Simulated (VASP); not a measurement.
A run of VASP 6.6.1:

INCAR

```
PREC = Accurate
ENCUT = 520
EDIFF = 1E-6
ISMEAR = -1
SIGMA = 0.1
LREAL = F
LASPH = T
NELM = 80
ALGO = Normal
ISIF = 2
LWAVE = F
LCHARG = F
NBANDS = 21
```

Contents of KPOINTS:

```
Automatic mesh
0
Gamma
  11 11 6
```

The input POSCAR:

```
Ru
1.0
    2.6775346364      0.0000000000      0.0000000000
   -1.3387673182      2.3188130146      0.0000000000
    0.0000000000      0.0000000000      4.2181251212
Ru
2
Direct
    0.3333333333      0.6666666667      0.2500000000
    0.6666666667      0.3333333333      0.7500000000
```

Potentials or basis: VASP PAW LDA potentials, release 64 (Ru_pv).

Launch:

```console
$ cat potpaw_LDA.64/Ru_pv/POTCAR > POTCAR
$ mpirun -np 1 vasp_std > vasp.out
```

Hardware: 1 thread of Intel(R) Xeon(R) 6975P-C (Granite Rapids), with other jobs on the host.

Task: Estimate the wall time of this run.

Result: Run time: 10 s on 1 thread of Intel(R) Xeon(R) 6975P-C (Granite Rapids) (shared host), peak memory 0.14 GiB. Counts: scf iterations 11, k points 64.
